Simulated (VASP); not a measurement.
Set up this calculation in VASP 6.6.1, as the native input.

```yaml
Task: single point
Functional: PBE
Potentials_or_basis: VASP PAW PBE potentials, release 64 (Pb_d)
Cutoff: 520 eV
k_mesh: 12 × 12 × 12
Occupations: fermi-dirac, width 0.136057 eV
Spin: no spin polarisation
Dipole_correction: no
Further_INCAR_settings: ALGO = Normal; EDIFF = 1e-06; NBANDS = 13
```

The structure of Pb lies in POSCAR:

```
Pb
1.0
   -2.0007705364      2.0007705364      2.0007705364
    2.0007705364     -2.0007705364      2.0007705364
    2.0007705364      2.0007705364     -2.0007705364
Pb
1
Direct
    0.0000000000      0.0000000000      0.0000000000
```

One way to write it, as run:

INCAR

```
PREC     = Accurate       # precision mode
ENCUT    = 520            # plane-wave cutoff, eV
EDIFF    = 1E-6           # SCF threshold, eV
ISMEAR   = -1             # smearing method
SIGMA    = 0.13605693000000002 # smearing width, eV
LREAL    = False          # projectors in reciprocal space
LASPH    = True           # aspherical terms in the spheres
NELM     = 80             # most SCF steps
ALGO     = Normal         # electronic algorithm
ISIF     = 2              # what is computed and relaxed
LWAVE    = False          # write WAVECAR
LCHARG   = True           # write CHGCAR
GGA      = PE             # functional
LELF     = True           # ELF
LVHAR    = True         
NBANDS   = 13             # bands
```

KPOINTS

```
regular mesh
0
Gamma
  12 12 12
```

Potentials or basis: VASP PAW PBE potentials, release 64 (Pb_d).

Launch:

```console
$ cat potpaw_PBE.64/Pb_d/POTCAR > POTCAR
$ mpirun -np 1 vasp_std > vasp.out
```

It gave:

```
Pressure               : 0.0 GPa
Band gap on the k mesh : zero (band 7 reaches 13.85 eV, above the bottom of band 8 at 4.77 eV)
```

Caveat: spin-orbit coupling is left out, which moves the levels of the heavy elements.

Run time: 40 s on 1 thread of Intel Xeon 8259CL, with other jobs on the host, peak memory 0.17 GiB.
